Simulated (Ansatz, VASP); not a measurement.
**Two plane-wave programs on Br**

```
Br
1.0
    -1.32363    1.78252    3.65853
     1.32363   -1.78252    3.65853
     1.25483    1.73105   -3.65853
Br
1
Direct
  0.00000 0.00000 0.00000
```

Alike in both runs: task single point; functional PBE; k mesh 18 × 18 × 18; occupations gaussian, width 0.1 eV; no spin polarisation.

|  | VASP | Ansatz |
| --- | --- | --- |
| version | VASP 6.6.1 | Ansatz 0.2.0 |
| potentials or method | VASP PAW PBE potentials, release 64 (Br), cutoff 520 eV | scalar-relativistic, plane waves, PAW |
| valence electrons in the cell | 7 | 7 |

|  | VASP | Ansatz | Ansatz less VASP |
| --- | --- | --- | --- |
| gap on the k mesh at the Fermi level (eV) | none | none | - |
| pressure (GPa) | 0.6 | 0.6 | 0.00 |
| traceless stress, the component that is largest in VASP (GPa) | 0.23 | 0.23 | 0.000 |

A gap of «none» marks a metal or a gap that the smearing closes.
